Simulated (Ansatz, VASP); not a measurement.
# Two plane-wave programs on LiBe

```
CELL_PARAMETERS angstrom
3.92292 -1.93610 -0.00254
3.92292 1.93610 -0.00254
-2.63379 0.00000 5.97935
ATOMIC_POSITIONS crystal
Li 0.00000 0.00000 0.00000
Li 0.73692 0.73692 0.64530
Li 0.00000 0.00000 0.50000
Li 0.26308 0.26308 0.35470
Be 0.75976 0.75976 0.10135
Be 0.49611 0.49611 0.18360
Be 0.50389 0.50389 0.81640
Be 0.24024 0.24024 0.89865
```

Alike in both runs: functional PBE; k mesh 12 × 12 × 6; occupations gaussian, width 0.1 eV; no spin polarisation.

Ansatz relaxed the structure, and its values are those at the end. VASP's run is a single point on that final structure, the one shown.

```csv
,VASP,Ansatz
version,VASP 6.6.1,Ansatz 0.2.0
potentials or method,"VASP PAW PBE potentials, release 64 (Li_sv, Be), cutoff 520 eV","scalar-relativistic, plane waves, PAW"
valence electrons in the cell,20,20
```

```csv
,VASP,Ansatz,Ansatz less VASP
gap on the k mesh at the Fermi level (eV),none,none,-
rms of the force components (eV/Å),0.004,0.002,-0.0019
```

A gap of «none» marks a metal or a gap that the smearing closes. With one functional, cell and mesh, what is left measures potentials, basis and numerics.

Noted on VASP's run: the cutoff is under 1.25 times that of the potentials, so the pressure is a little rough.
